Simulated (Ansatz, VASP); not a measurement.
**Bi3O in VASP and in Ansatz**

The input INCAR:

```
SYSTEM = Bi3O
PREC = Accurate
ENCUT = 600
EDIFF = 1E-6
ISMEAR = 0
SIGMA = 0.1
LREAL = .FALSE.
LASPH = .TRUE.
NELM = 100
ALGO = Fast
ISIF = 3
LWAVE = .FALSE.
LCHARG = .FALSE.
GGA = PE
IBRION = 2
NSW = 100
EDIFFG = -0.01
KPAR = 4
```

Contents of KPOINTS:

```
regular mesh
0
G
  8 8 4
  0 0 0
```

Contents of POSCAR:

```
Bi3O
1.0
    4.0244240817      0.0000000000      0.0000000000
    0.0000000000      4.0244240817      0.0000000000
    0.0000000000      0.0000000000     12.9180089767
Bi O
6 2
Direct
    0.5000000000      0.0000000000      0.9026820695
    0.0000000000      0.5000000000      0.0973179305
    0.5000000000      0.0000000000      0.6046440606
    0.0000000000      0.5000000000      0.7246649306
    0.0000000000      0.5000000000      0.3953559394
    0.5000000000      0.0000000000      0.2753350694
    0.5000000000      0.5000000000      0.0000000000
    0.0000000000      0.0000000000      0.0000000000
```

Input for Ansatz:

```yaml
crystal:
  lattice:
    - [4.0244240817, 0.0, 0.0]
    - [0.0, 4.0244240817, 0.0]
    - [0.0, 0.0, 12.9180089767]
  atoms:
    - { symbol: Bi, position: [0.5, 0.0, 0.9026820695] }
    - { symbol: Bi, position: [0.0, 0.5, 0.0973179305] }
    - { symbol: Bi, position: [0.5, 0.0, 0.6046440606] }
    - { symbol: Bi, position: [0.0, 0.5, 0.7246649306] }
    - { symbol: Bi, position: [0.0, 0.5, 0.3953559394] }
    - { symbol: Bi, position: [0.5, 0.0, 0.2753350694] }
    - { symbol: O, position: [0.5, 0.5, 0.0] }
    - { symbol: O, position: [0.0, 0.0, 0.0] }
basis:
  ecutwfc: 420
kpoints:
  mp_grid: { grid: [8, 8, 4] }
hamiltonian:
  xc: pbe
scf:
  occupations: { method: gaussian, width: 0.1 }
output:
  forces: true
  stress: true
  eigenvalues: true
  write_density: true
  write_potential: true
  elf: true
  volumetric_format: npy
relax:
  adjacent_minimum: "off"
  f_tol: 0.01
  max_steps: 80
  cell: { stress_tol: 0.05 }
```

Alike in both runs: task relaxation of cell and atoms; functional PBE; k mesh 8 × 8 × 4; occupations gaussian, width 0.1 eV; no spin polarisation.

|  | VASP | Ansatz |
| --- | --- | --- |
| version | VASP 6.6.1 | Ansatz 0.2.0 |
| potentials or method | VASP PAW PBE potentials, release 64 (Bi_d, O), cutoff 600 eV | scalar-relativistic, plane waves, PAW |
| valence electrons in the cell | 102 | 102 |

```tsv
	VASP	Ansatz	Ansatz less VASP
gap on the k mesh at the Fermi level, each at its own relaxed structure (eV)	none	none	-
relaxed volume (Å³/atom)	26.09	26.12	+0.030
relaxed length of the cell vector where the two differ most in proportion (Å)	12.877	12.888	+0.0111
```

A gap of «none» marks a metal or a gap that the smearing closes.

Neither program's run includes spin-orbit coupling.
